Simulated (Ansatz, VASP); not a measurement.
## One calculation of MgS, two programs

```
Mg S
1.0
     0.00000    2.59096    2.59096
     2.59096    0.00000    2.59096
     2.59096    2.59096    0.00000
Mg S
1 1
Cartesian
  0.0000 0.0000 0.0000
  2.5910 2.5910 2.5910
```

Alike in both runs: task single point; functional PBEsol; k mesh 8 × 8 × 8; no spin polarisation.

```csv
,VASP,Ansatz
version,VASP 6.6.1,Ansatz 0.2.0
potentials or method,"VASP PAW PBE potentials, release 64 (Mg, S)","PAW with Ansatz's default frozen-core files, scalar-relativistic"
plane-wave cutoff (eV),520,420
occupations,"gaussian, width 0.01 eV",fixed
valence electrons in the cell,8,16
```

VASP gave:

| Property | Result |
| --- | --- |
| gap on the k mesh at the Fermi level (eV) | 2.73 |
| pressure (GPa) | -0.2 |

**Question.** What did Ansatz give for the same quantities?

**Answer.** gap on the k mesh at the Fermi level (eV): 2.73; pressure (GPa): 0.0.

VASP's potentials were made for PBE, not for PBEsol. VASP's potentials hold 8 valence electrons a cell and Ansatz's 16, so a difference there can come from the potentials and not from the codes.
